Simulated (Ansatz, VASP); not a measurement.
Re in VASP and in Ansatz

Contents of INCAR:

```
PREC     = Accurate       # precision mode
ENCUT    = 520            # plane-wave cutoff, eV
EDIFF    = 1E-7           # SCF threshold, eV
ISMEAR   = -1             # smearing method
SIGMA    = 0.05           # smearing width, eV
LREAL    = F              # projectors in reciprocal space
LASPH    = T              # aspherical terms in the spheres
NELM     = 80             # most SCF steps
ALGO     = Normal         # electronic algorithm
ISIF     = 2              # what is computed and relaxed
LWAVE    = F              # write WAVECAR
LCHARG   = F              # write CHGCAR
GGA      = PE             # functional
NBANDS   = 22             # bands
```

KPOINTS

```
regular mesh
0
Gamma
  8 8 3
```

File POSCAR:

```
Re
1.0
    2.8770428897      0.0000000000      0.0000000000
   -1.4385214448      2.3957617598      0.0000000000
    0.0000000000      0.0000000000      8.9388451600
Re
4
Direct
    0.6666666667      0.3333333333      0.7500000000
    0.0000000000      0.0000000000      0.5000000000
    0.3333333333      0.6666666667      0.2500000000
    0.0000000000      0.0000000000      0.0000000000
```

Contents of input.yaml:

```yaml
crystal:
  lattice:
    - [2.8770428897, 0.0, 0.0]
    - [-1.4385214448, 2.3957617598, 0.0]
    - [0.0, 0.0, 8.93884516]
  atoms:
    - { symbol: Re, position: [0.6666666667, 0.3333333333, 0.75] }
    - { symbol: Re, position: [0.0, 0.0, 0.5] }
    - { symbol: Re, position: [0.3333333333, 0.6666666667, 0.25] }
    - { symbol: Re, position: [0.0, 0.0, 0.0] }
hamiltonian:
  xc: pbe
  pseudopotentials: { kind: paw }
kpoints:
  mp_grid: { grid: [8, 8, 3] }
scf:
  occupations: { method: fermi_dirac, width: 0.05 }
output:
  forces: true
  stress: true
  eigenvalues: true
```

Alike in both runs: task single point; functional PBE; k mesh 8 × 8 × 3; occupations fermi-dirac, width 0.05 eV; no spin polarisation.

|  | VASP | Ansatz |
| --- | --- | --- |
| version | VASP 6.6.1 | Ansatz 0.2.0 |
| potentials or method | VASP PAW PBE potentials, release 64 (Re) | Ansatz PAW |
| plane-wave cutoff (eV) | 520 | 420 |
| valence electrons in the cell | 28 | 60 |

Ansatz gave:

| Quantity | Value |
| --- | --- |
| gap on the k mesh at the Fermi level (eV) | none |
| pressure (GPa) | -9.7 |
| traceless stress, the component that is largest in VASP (GPa) | -7.97 |
| rms of the force components (eV/Å) | 0.079 |

Estimate VASP's values.

gap on the k mesh at the Fermi level (eV): none; pressure (GPa): -10.4; traceless stress, the component that is largest in VASP (GPa): -7.81; rms of the force components (eV/Å): 0.078.

Atom by atom the forces differ by 0.002 eV/Å (rms over components). A gap of «none» marks a metal or a gap that the smearing closes. The functional is the same, so the differences come from potentials, cutoffs and numerics. VASP's potentials hold 28 valence electrons a cell and Ansatz's 60, so a difference there can come from the potentials and not from the codes.

Spin-orbit coupling is off throughout.
